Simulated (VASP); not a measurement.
Write the native input for VASP 6.6.1 that does the following.

| Property | Result |
| --- | --- |
| Task | single point |
| Functional | PBE |
| Potentials or basis | VASP PAW PBE potentials, release 64 (N_h) |
| Cutoff | 1000 eV |
| k mesh | 1 × 1 × 1 |
| Occupations | fermi-dirac, width 0.05 eV |
| Spin | no spin polarisation |
| Dipole correction | no |
| Further INCAR settings | LREAL = Auto; ALGO = Normal; EDIFF = 1e-06; NBANDS = 54 |

The structure of N lies in POSCAR:

```
N
1.0
    7.4745810000      0.0000000000      0.0000000000
    0.0000000000      7.4745810000      0.0000000000
    0.0000000000      0.0000000000      7.4745810000
N
16
Direct
    0.1683706418      0.3999287719      0.9731916746
    0.2265678839      0.3481265371      1.0978809381
    0.4490820288      0.3544412724      0.3731179045
    0.4169598269      0.2446692330      0.4606679625
    0.6397950601      0.6838644200      0.7883385035
    0.7708525735      0.7519083678      0.7368841143
    0.3841954485      0.7381684672      0.0907341830
    0.4981282563      0.7832010918      0.1678488734
    0.1608652044      0.7431051988      0.6421630858
    0.2906249862      0.6914233721      0.5849692444
   -0.1046881424      0.9562275130      0.2443615234
   -0.0741312456      0.9505148182      0.3902158529
    0.6625655672      0.2569241005      0.9641209320
    0.7762976948      0.2957356406      0.8858021607
    0.8393246391      0.3718335516      0.2927521957
    0.8851198482      0.5068511533      0.3364201953
```

These files were run (other wordings do the same):

INCAR

```
SYSTEM = N
ALGO = Normal ; EDIFF = 1E-6
ENCUT = 1000 ; GGA = PE
GGA_COMPAT = .FALSE. ; ISIF = 2
ISMEAR = -1 ; LASPH = .TRUE.
LCHARG = .FALSE. ; LREAL = Auto
LWAVE = .FALSE. ; NBANDS = 54
NELM = 120 ; PREC = Accurate
SIGMA = 0.05
```

KPOINTS

```
k-points
0
G
  1 1 1
  0 0 0
```

Potentials or basis: VASP PAW PBE potentials, release 64 (N_h).

Run with:

```bash
$ cat potpaw_PBE.64/N_h/POTCAR > POTCAR
$ mpirun -np 1 vasp_gam > vasp.out
```

Results of the run:

```
Pressure      : 0.5 GPa
Largest force : 7.554 eV/Å
```

Caveat: the k points lie up to 0.84 Å⁻¹ apart, too coarse for converged energies, forces and pressures.

Wall time 56 s on 1 thread of AMD EPYC 9R45 96-Core Processor (Zen 5), with other jobs on the host, peak memory 0.78 GiB.
